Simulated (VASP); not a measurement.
# ZrS (I4mm) in VASP: notebook

Runs on ZrS. Level: PBEsol. Tasks: single point.

Everything below comes from runs of VASP 6.6.1. Logs are shortened: lines on timing, memory, paths and dates and some standing lists are left out, and cuts for length are marked.

### Step 1. The cell of the first run

Symmetry: I4mm, No. 107, tetragonal system. The conventional cell has a = 3.712 Å, b = 3.712 Å, c = 5.250 Å, α = 90.00°, β = 90.00°, γ = 90.00°. Zr (site symmetry 4mm) has 5 S at 2.13 to 2.67 Å within 2.8 Å. S (site symmetry 4mm) has 5 Zr at 2.13 to 2.67 Å within 2.8 Å.

### Step 2. Single point, PBEsol

File INCAR:

```
SYSTEM = ZrS
  PREC = Accurate
  ENCUT = 520
  EDIFF = 1E-6
  ISMEAR = 0
  SIGMA = 0.15
  LREAL = .FALSE.
  LASPH = .TRUE.
  NELM = 60
  ALGO = Normal
  ISIF = 2
  LWAVE = .FALSE.
  LCHARG = .FALSE.
  GGA = PS
  NBANDS = 16
```

File KPOINTS:

```
regular mesh
0
G
  16 16 16
  0 0 0
```

File POSCAR:

```
ZrS
1.0
    0.0000000000      2.6250000000      2.6250000000
    2.6250000000      0.0000000000      2.6250000000
    2.6250000000      2.6250000000      0.0000000000
Zr S
1 1
Direct
    0.0952380952      0.0952380952     -0.0952380952
    0.5000000000      0.5000000000      0.5000000000
```

Potentials or basis: VASP PAW PBE potentials, release 64 (Zr_sv, S).

Run with:

```
$ cat potpaw_PBE.64/Zr_sv/POTCAR potpaw_PBE.64/S/POTCAR > POTCAR
$ mpirun -np 1 vasp_std > vasp.out
```

OUTCAR:

```text
SYSTEM = ZrS
   PREC = Accurate
   ENCUT = 520
   EDIFF = 1E-6
   ISMEAR = 0
   LREAL = .FALSE.
   LASPH = .TRUE.
   NELM = 60
   ISIF = 2
   GGA = PS

 ion  position               nearest neighbor table
   1  0.095  0.095  0.905-   2 2.13   2 2.67   2 2.67   2 2.67   2 2.67   2 3.12
   2  0.500  0.500  0.500-   1 2.13   1 2.67   1 2.67   1 2.67   1 2.67   1 3.12

  LATTYP: Found a face centered cubic cell.
 ALAT       =     5.2500000000

  Lattice vectors:

 A1 = (   0.0000000000,   2.6250000000,   2.6250000000)
 A2 = (   2.6250000000,   0.0000000000,   2.6250000000)
 A3 = (   2.6250000000,   2.6250000000,   0.0000000000)

Analysis of symmetry for initial positions (statically):
=====================================================================
 Subroutine PRICEL returns:
 Original cell was already a primitive cell.

 Routine SETGRP: Setting up the symmetry group for a
 face centered cubic supercell.

 Subroutine GETGRP returns: Found  8 space group operations
 (whereof  8 operations were pure point group operations)
 out of a pool of 48 trial point group operations.

The static configuration has the point symmetry C_4v.

Analysis of symmetry for dynamics (positions and initial velocities):
=====================================================================
 Subroutine PRICEL returns:
 Original cell was already a primitive cell.

 Routine SETGRP: Setting up the symmetry group for a
 face centered cubic supercell.

 Subroutine GETGRP returns: Found  8 space group operations
 (whereof  8 operations were pure point group operations)
 out of a pool of 48 trial point group operations.

The dynamic configuration has the point symmetry C_4v.

 Subroutine INISYM returns: Found  8 space group operations
 (whereof  8 operations are pure point group operations),
 and found     1 'primitive' translations

----------------------------------------------------------------------------------------

                                     Primitive cell

  volume of cell :      36.1758

  direct lattice vectors                    reciprocal lattice vectors
     0.000000000  2.625000000  2.625000000    -0.190476190  0.190476190  0.190476190
     2.625000000  0.000000000  2.625000000     0.190476190 -0.190476190  0.190476190
     2.625000000  2.625000000  0.000000000     0.190476190  0.190476190 -0.190476190

  length of vectors
     3.712310601  3.712310601  3.712310601     0.329914440  0.329914440  0.329914440

  position of ions in fractional coordinates (direct lattice)
     0.095238095  0.095238095  0.904761905
     0.500000000  0.500000000  0.500000000

  ion indices of the primitive-cell ions
   primitive index   ion index
                 1           1
                 2           2

----------------------------------------------------------------------------------------

 KPOINTS: regular mesh

Automatic generation of k-mesh.
 Grid dimensions read from file:
 generate k-points for:   16   16   16

 Generating k-lattice:

  Cartesian coordinates                     Fractional coordinates (reciprocal lattice)
    -0.011904762  0.011904762  0.011904762     0.062500000  0.000000000  0.000000000
     0.011904762 -0.011904762  0.011904762     0.000000000  0.062500000  0.000000000
     0.011904762  0.011904762 -0.011904762     0.000000000  0.000000000  0.062500000

  Length of vectors
     0.020619652  0.020619652  0.020619652

  Shift w.r.t. Gamma in fractional coordinates (k-lattice)
     0.000000000  0.000000000  0.000000000

 Subroutine IBZKPT returns following result:
 ===========================================

 Found    349 irreducible k-points:

 Following reciprocal coordinates:
            Coordinates               Weight
  0.000000  0.000000  0.000000      1.000000
  0.062500  0.000000  0.000000      8.000000
  0.125000  0.000000  0.000000      8.000000
  0.187500  0.000000  0.000000      8.000000
  0.250000  0.000000  0.000000      8.000000
  0.312500  0.000000  0.000000      8.000000
[... 16 lines left out ...]
  0.000000  0.437500  0.062500     16.000000
  0.500000  0.062500  0.000000      8.000000
 [... further k-points ...]
   k-points           NKPTS =    349   k-points in BZ     NKDIM =    349   number of bands    NBANDS=     16
   number of dos      NEDOS =    301   number of ions     NIONS =      2
   total plane-waves  NPLWV =  21952
   dimension x,y,z NGX =    28 NGY =   28 NGZ =   28
   dimension x,y,z NGXF=    56 NGYF=   56 NGZF=   56
   ions per type =               1   1
   NGX,Y,Z   is equivalent  to a cutoff of  12.54, 12.54, 12.54 a.u.
   NGXF,Y,Z  is equivalent  to a cutoff of  25.08, 25.08, 25.08 a.u.
 SYSTEM =  ZrS
   PREC   = accura    normal or accurate (medium, high low for compatibility)
   ISTART =      0    job   : 0-new  1-cont  2-samecut
   ICHARG =      2    charge: 1-file 2-atom 10-const
   ISPIN  =      1    spin polarized calculation?
   LNONCOLLINEAR =      F non collinear calculations
   LSORBIT =      F    spin-orbit coupling
   LASPH  =      T    aspherical Exc in radial PAW
   ENCUT  =  520.0 eV  38.22 Ry    6.18 a.u.   6.90  6.90  6.90*2*pi/ulx,y,z
   NELM   =     60;   NELMIN=  2; NELMDL= -5     # of ELM steps
   EDIFF  = 0.1E-05   stopping-criterion for ELM
   LREAL  =      F    real-space projection
   EDIFFG = 0.1E-04   stopping-criterion for IOM
   NSW    =      0    number of steps for IOM
   IBRION =     -1    ionic relax: 0-MD 1-quasi-New 2-CG
   NFREE  =      0    steps in history (QN), initial steepest desc. (CG)
   ISIF   =      2    stress and relaxation
   ISYM   =      2    0-nonsym 1-usesym 2-fastsym
   POTIM  = 0.5000    time-step for ionic-motion
   TEBEG  =    0.0;   TEEND  =   0.0 temperature during run
   PSTRESS=    0.0 pullay stress
   NELECT =      18.0000    total number of electrons
   NUPDOWN=      -1.0000    fix difference up-down
   EMIN   =  10.00;   EMAX   =-10.00  energy-range for DOS
   EFERMI =   0.00;   METHOD = LEGACY
   ISMEAR =     0;   SIGMA  =   0.15  broadening in eV -4-tet -1-fermi 0-gaus
   EFERMI_NEDOS =   21; number of points for ismear=-14 and -15
   IALGO  =     38    algorithm
   IMIX   =      4    mixing-type and parameters
     AMIX     =   0.40;   BMIX     =  1.00
     AMIX_MAG =   1.60;   BMIX_MAG =  1.00
  volume/ion in A,a.u.               =      18.09       122.06
  Fermi-wavevector in a.u.,A,eV,Ry     =   1.297258  2.451462 22.896950  1.682878
  Thomas-Fermi vector in A             =   2.428662
   LORBIT       =      0    0 simple, 1 ext, 2 COOP (PROOUT), +10 PAW based schemes
   GGA     = PS    functional components
   LHFCALC =     F    Hartree Fock is set to
   AEXX    =    0.0000 exact exchange contribution
   IVDW    =     0    specifies the selected vdW correction
   LEPSILON=     F    determine dielectric tensor
   LRPA    =     F    only Hartree local field effects (RPA)
 non-spin polarized calculation
 Gauss-broadening in eV      SIGMA  =   0.15
  energy-cutoff  :      520.00
  volume of cell :       36.18
 maximum number of plane-waves:       992
   NGX = 13   NGY = 13   NGZ = 13

 number of electron      18.0000001 magnetization

 Free energy of the ion-electron system (eV)
  ---------------------------------------------------
  ext. energy  EPLUGINS =         0.00000000
  ---------------------------------------------------
  free energy    TOTEN  =       -15.36050166 eV

  energy without entropy =      -15.34666589  energy(sigma->0) =      -15.35358378

 E-fermi :  10.2924     XC(G=0): -11.3843

 val. band max:       10.2900042064   @ k =   0.1250  -0.3750   0.3750
 cond. band min:      10.2928298971   @ k =   0.2500   0.0625   0.3750
 fundamental gap:      0.0028256907
 Fermi energy:        10.2924163364

 k-point     1 :       0.0000    0.0000    0.0000
  band No.  band energies     occupation
      1     -39.1163      2.00000
      2     -17.4625      2.00000
      3     -17.0913      2.00000
      4     -17.0913      2.00000
      5      -5.1808      2.00000
      6       5.7522      2.00000
[... 8 lines left out ...]
     15      16.5786      0.00000
     16      22.6774      0.00000

 k-point     2 :       0.0625    0.0000    0.0000
  band No.  band energies     occupation
      1     -39.1152      2.00000
      2     -17.4695      2.00000
      3     -17.1007      2.00000
      4     -17.0929      2.00000
      5      -5.1323      2.00000
      6       5.4357      2.00000
[... 8 lines left out ...]
     15      16.7484      0.00000
     16      22.2163      0.00000

 k-point     3 :       0.1250    0.0000    0.0000
  band No.  band energies     occupation
      1     -39.1122      2.00000
      2     -17.4905      2.00000
      3     -17.1256      2.00000
      4     -17.0973      2.00000
      5      -4.9924      2.00000
      6       4.9813      2.00000
[... 8 lines left out ...]
     15      17.2024      0.00000
     16      21.2430      0.00000

 k-point     4 :       0.1875    0.0000    0.0000
  band No.  band energies     occupation
      1     -39.1076      2.00000
      2     -17.5255      2.00000
      3     -17.1587      2.00000
      4     -17.1038      2.00000
      5      -4.7772      2.00000
      6       4.4572      2.00000
[... 8 lines left out ...]
     15      17.7439      0.00000
     16      20.2880      0.00000
[... 324 lines left out ...]
 k-point    22 :       0.4375    0.0625    0.0000
  band No.  band energies     occupation
      1     -39.0894      2.00000
      2     -17.6985      2.00000
      3     -17.2410      2.00000
      4     -17.1347      2.00000
      5      -3.8535      2.00000
      6       2.8557      2.00000
[... 8 lines left out ...]
     15      18.1153      0.00000
     16      18.1977      0.00000

 k-point    23 :       0.0000    0.4375    0.0625
  band No.  band energies     occupation
      1     -39.0896      2.00000
      2     -17.6825      2.00000
      3     -17.2540      2.00000
      4     -17.1336      2.00000
      5      -3.8654      2.00000
      6       2.8289      2.00000
[... 8 lines left out ...]
     15      17.8190      0.00000
     16      18.3665      0.00000

 k-point    24 :       0.5000    0.0625    0.0000
  band No.  band energies     occupation
      1     -39.0877      2.00000
      2     -17.7095      2.00000
      3     -17.2552      2.00000
      4     -17.1347      2.00000
      5      -3.7594      2.00000
      6       2.6941      2.00000
[... 8 lines left out ...]
     15      18.3154      0.00000
     16      18.4419      0.00000

 [... further k-points ...]
[... 5 lines left out ...]
  --------------------------------------------------------------------------------------
  -------------------------------------------------------------------------------------
  Total       -1.9997000     -1.9997000     11.6039025      0.0000000      0.0000000      0.0000000
  in kB      -88.5640585    -88.5640585    513.9214359      0.0000000      0.0000000      0.0000000
  external PRESSURE =     112.2644396 kB  Pullay stress =       0.0000000 kB

 VOLUME and BASIS-vectors are now :
 -----------------------------------------------------------------------------
  energy-cutoff  :      520.00
  volume of cell :       36.18
      direct lattice vectors                 reciprocal lattice vectors
     0.000000000  2.625000000  2.625000000    -0.190476190  0.190476190  0.190476190
     2.625000000  0.000000000  2.625000000     0.190476190 -0.190476190  0.190476190
     2.625000000  2.625000000  0.000000000     0.190476190  0.190476190 -0.190476190

 POSITION                                       TOTAL-FORCE (eV/Angst)
 -----------------------------------------------------------------------------------
      2.62500      2.62500      0.50000         0.000000      0.000000     -6.750097
      2.62500      2.62500      2.62500         0.000000      0.000000      6.750097
 -----------------------------------------------------------------------------------
    total drift:                                0.000000      0.000000     -0.000370

  FREE ENERGIE OF THE ION-ELECTRON SYSTEM (eV)
  ---------------------------------------------------
  free  energy   TOTEN  =       -15.3605016611 eV

  energy  without entropy=      -15.3466658945  energy(sigma->0) =      -15.35358378
```

It took 2 min on 1 thread of AMD EPYC 7R13 (Zen 3), shared host; peak memory 0.28 GiB.

Results:

```yaml
Free_energy: -15.3605 eV
Pressure: 11.2 GPa
Largest_force: 6.750 eV/Å
Band_gap_on_the_k_mesh: zero (band 9 reaches 11.35 eV, above the bottom of band 10 at 9.46 eV)
```

Forces in eV/Å, atoms in the order of the input:
```
Zr   0.000  0.000 -6.750
S    0.000  0.000  6.750
```

Stress tensor (GPa, compression positive):
```
-8.86  0.00  0.00
 0.00 -8.86  0.00
 0.00  0.00 51.39
```

Caveat: the cell differs from its parent crystal (all Zr atoms moved -0.500 Å, as atom 1 towards its neighbour atom 2 (S) at 2.625 Å); the PAW data sets were made with another functional, which shifts forces and pressure a little.

### Step 3. Single point, PBEsol

File INCAR:

```
  ALGO = Normal
  EDIFF = 1E-6
  ENCUT = 520
  GGA = PS
  ISIF = 2
  ISMEAR = 0
  LASPH = True
  LCHARG = False
  LREAL = False
  LWAVE = False
  NBANDS = 16
  NELM = 60
  PREC = Accurate
  SIGMA = 0.15
```

File KPOINTS:

```
k-points
0
Gamma
  16 16 16
```

Changes to POSCAR since step 2:

```diff
@@ -8,3 +8,3 @@
 Direct
-    0.0952380952      0.0952380952     -0.0952380952
+   -0.0714285714     -0.0714285714      0.0714285714
     0.5000000000      0.5000000000      0.5000000000
```

Potentials or basis: VASP PAW PBE potentials, release 64 (Zr_sv, S).

Run with:

```
$ cat potpaw_PBE.64/Zr_sv/POTCAR potpaw_PBE.64/S/POTCAR > POTCAR
$ mpirun -np 1 vasp_std > vasp.out
```

It took 2.8 min on 1 thread of AMD EPYC 7R13 (Zen 3), shared host; peak memory 0.28 GiB.

Results (log left out):

| Quantity | Value |
| --- | --- |
| Free energy | -15.9921 eV |
| Pressure | 2.9 GPa |
| Largest force | 3.608 eV/Å |
| Band gap on the k mesh | zero (band 9 reaches 11.40 eV, above the bottom of band 10 at 9.42 eV) |

Forces on the atoms (eV/Å):
```
Zr   0.000  0.000  3.608
S    0.000  0.000 -3.608
```

Stress tensor (GPa, compression positive):
```
-7.86  0.00  0.00
 0.00 -7.86  0.00
 0.00  0.00 24.32
```

Levels at points of the mesh, in eV from the Fermi level:
```tsv
k point	band 5	band 6	band 7	band 8	band 9	band 10	band 11	band 12	band 13	band 14
(0.00, 0.00, 0.00)	-15.61	-4.26	-4.18	-4.18	-1.01	-0.36	-0.18	-0.18	1.01	1.84
(0.50, 0.00, 0.00)	-14.13	-7.80	-5.74	-5.64	0.98	1.51	1.57	2.28	4.28	5.63
(0.50, 0.50, 0.00)	-14.71	-5.81	-4.31	-4.31	-3.24	0.96	1.63	2.38	2.38	3.67
(0.00, 0.50, 0.50)	-14.73	-6.11	-5.54	-4.42	-1.83	1.16	2.44	2.61	2.76	3.37
```

Caveat: the cell differs from its parent crystal (all Zr atoms moved +0.375 Å, as atom 1 towards its neighbour atom 2 (S) at 2.625 Å); the PAW data sets were made with another functional, which shifts forces and pressure a little.

### Step 4. Single point, PBEsol

File INCAR:

```
SYSTEM = ZrS
  ALGO = Normal
  EDIFF = 1E-7
  ENCUT = 520
  GGA = PS
  ISIF = 2
  ISMEAR = 0
  LASPH = .TRUE.
  LCHARG = .TRUE.
  LELF = .TRUE.
  LREAL = .FALSE.
  LVHAR = .TRUE.
  LWAVE = .FALSE.
  NBANDS = 16
  NELM = 60
  PREC = Accurate
  SIGMA = 0.15
```

File KPOINTS:

```
k-points
0
G
  16 16 16
  0 0 0
```

Changes to POSCAR since step 3:

```diff
@@ -8,3 +8,3 @@
 Direct
-   -0.0714285714     -0.0714285714      0.0714285714
+    0.0476190476      0.0476190476     -0.0476190476
     0.5000000000      0.5000000000      0.5000000000
```

Run with:

```
$ cat potpaw_PBE.64/Zr_sv/POTCAR potpaw_PBE.64/S/POTCAR > POTCAR
$ mpirun -np 1 vasp_std > vasp.out
```

Wall time 6.3 min (1 thread of AMD EPYC 7R13 (Zen 3), shared host); peak memory 0.28 GiB.

Results (log left out):

```
Free energy            : -16.3118 eV
Pressure               : -2.4 GPa
Largest force          : 1.706 eV/Å
Band gap on the k mesh : zero (band 9 reaches 11.73 eV, above the bottom of band 10 at 9.43 eV)
```

Forces on the atoms (eV/Å):
```
Zr   0.000  0.000 -1.706
S    0.000  0.000  1.706
```

Stress tensor (GPa, compression positive):
```
-7.08  0.00  0.00
 0.00 -7.08  0.00
 0.00  0.00  6.93
```

Levels at points of the mesh, in eV from the Fermi level:
| k point | band 7 | band 8 | band 9 | band 10 | band 11 | band 12 |
| --- | --- | --- | --- | --- | --- | --- |
| (0.00, 0.00, 0.00) | -3.86 | -3.86 | -1.20 | -0.76 | -0.76 | -0.53 |
| (0.50, 0.00, 0.00) | -5.85 | -5.81 | 1.22 | 1.49 | 1.65 | 2.09 |
| (0.50, 0.50, 0.00) | -4.38 | -4.38 | -3.35 | 0.72 | 2.23 | 2.39 |
| (0.00, 0.50, 0.50) | -5.11 | -4.44 | -2.53 | 0.82 | 2.42 | 2.48 |

Caveat: the cell differs from its parent crystal (all Zr atoms moved -0.250 Å, as atom 1 towards its neighbour atom 2 (S) at 2.625 Å); the PAW data sets were made with another functional, which shifts forces and pressure a little.

### Step 5. Single point, PBEsol

File INCAR:

```
PREC     = Accurate       # precision mode
ENCUT    = 520            # plane-wave cutoff, eV
EDIFF    = 1E-6           # SCF threshold, eV
ISMEAR   = 0              # smearing method
SIGMA    = 0.15           # smearing width, eV
LREAL    = False          # projectors in reciprocal space
LASPH    = True           # aspherical terms in the spheres
NELM     = 100            # most SCF steps
ALGO     = Normal         # electronic algorithm
ISIF     = 2              # what is computed and relaxed
LWAVE    = False          # write WAVECAR
LCHARG   = True           # write CHGCAR
GGA      = PS             # functional
LELF     = True           # ELF
LVHAR    = True         
NBANDS   = 16             # bands
```

File KPOINTS:

```
Automatic mesh
0
Gamma
  16 16 16
```

Changes to POSCAR since step 4:

```diff
@@ -8,3 +8,3 @@
 Direct
-    0.0476190476      0.0476190476     -0.0476190476
+   -0.0833333333     -0.0833333333      0.0833333333
     0.5000000000      0.5000000000      0.5000000000
```

Run with:

```
$ cat potpaw_PBE.64/Zr_sv/POTCAR potpaw_PBE.64/S/POTCAR > POTCAR
$ mpirun -np 1 vasp_std > vasp.out
```

It used 280 s of CPU time on 1 thread of AMD EPYC 7R13 Processor (Zen 3) (shared host).

It converged, with:

- Free energy: -15.7251 eV
- Pressure: 6.6 GPa
- Largest force: 4.991 eV/Å
- Band gap on the k mesh: zero (band 9 reaches 11.21 eV, above the bottom of band 10 at 9.47 eV)

Forces in eV/Å, atoms in the order of the input:
```
Zr   0.000  0.000  4.991
S    0.000  0.000 -4.991
```

Stress tensor (GPa, compression positive):
```
-8.41  0.00  0.00
 0.00 -8.41  0.00
 0.00  0.00 36.60
```

Levels at points of the mesh, in eV from the Fermi level:
| k point | band 7 | band 8 | band 9 | band 10 | band 11 | band 12 |
| --- | --- | --- | --- | --- | --- | --- |
| (0.00, 0.00, 0.00) | -4.36 | -4.36 | -0.90 | -0.26 | 0.14 | 0.14 |
| (0.50, 0.00, 0.00) | -5.69 | -5.55 | 0.85 | 1.51 | 1.53 | 2.39 |
| (0.50, 0.50, 0.00) | -4.28 | -4.28 | -3.18 | 1.11 | 1.28 | 2.36 |
| (0.00, 0.50, 0.50) | -5.75 | -4.40 | -1.46 | 1.33 | 2.42 | 2.65 |

Caveat: the cell differs from its parent crystal (all Zr atoms moved +0.438 Å, as atom 1 towards its neighbour atom 2 (S) at 2.625 Å); the PAW data sets were made with another functional, which shifts forces and pressure a little.

(Part 1 of 2 ends here.)
